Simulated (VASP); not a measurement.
W: single point with PBE

Crystal: W.

```
W
1.0
     0.00000    2.01905    2.01905
     2.01905    0.00000    2.01905
     2.01905    2.01905    0.00000
W
1
Direct
  0.00000 0.00000 0.00000
```

```json
{"Program": "VASP 6.6.1", "Task": "single point", "Functional": "PBE", "Potentials or basis": "VASP PAW PBE potentials, release 64 (W_sv)", "Cutoff": "500 eV", "k mesh": "8 × 8 × 8", "Occupations": "gaussian, width 0.05 eV", "Spin": "no spin polarisation", "Dipole correction": "no", "Further INCAR settings": "ALGO = Normal; EDIFF = 1e-06; NBANDS = 13"}
```

- Pressure: 0.8 GPa
- Band gap on the k mesh: zero (band 7 reaches 13.47 eV, above the bottom of band 8 at 9.88 eV)

Levels at points of the mesh, in eV from the Fermi level:
```csv
k point,band 4,band 5,band 6,band 7,band 8,band 9,band 10,band 11
"(0.00, 0.00, 0.00)",-37.25,-8.89,-0.47,-0.47,-0.47,2.64,2.64,12.87
"(0.50, 0.00, 0.00)",-37.40,-5.50,-0.69,-0.69,0.72,5.10,5.10,10.32
"(0.50, 0.50, 0.00)",-37.66,-5.38,-4.42,3.12,5.06,5.82,5.82,11.80
```

Wall time 4.3 s on 1 thread of AMD EPYC 9R45 96-Core Processor (Zen 5), with other jobs on the host, peak memory 0.11 GiB.

Caveat: spin-orbit coupling is left out, which moves the levels of the heavy elements.
